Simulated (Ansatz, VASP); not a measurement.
**One calculation of CaF2, two programs**

```
Ca F
1.0
     0.00000    2.75553    2.75553
     2.75553    0.00000    2.75553
     2.75553    2.75553    0.00000
Ca F
1 2
Direct
  0.00000 0.00000 0.00000
  0.75000 0.75000 0.75000
  0.25000 0.25000 0.25000
```

Alike in both runs: task single point; functional r2SCAN; k mesh 8 × 8 × 8; occupations gaussian, width 0.02 eV; no spin polarisation.

|  | VASP | Ansatz |
| --- | --- | --- |
| version | VASP 6.6.1 | Ansatz 0.2.0 |
| potentials or method | VASP PAW PBE potentials, release 64 (Ca_sv, F), cutoff 660 eV | scalar-relativistic, plane waves, PAW |
| valence electrons in the cell | 24 | 24 |

|  | VASP | Ansatz | Ansatz less VASP |
| --- | --- | --- | --- |
| gap on the k mesh at the Fermi level (eV) | 7.79 | 7.80 | +0.004 |
| least direct gap on the mesh (eV) | 8.05 | 8.05 | +0.005 |
| pressure (GPa) | -2.9 | -3.2 | -0.29 |

VASP's potentials were made for PBE, not for r2SCAN.
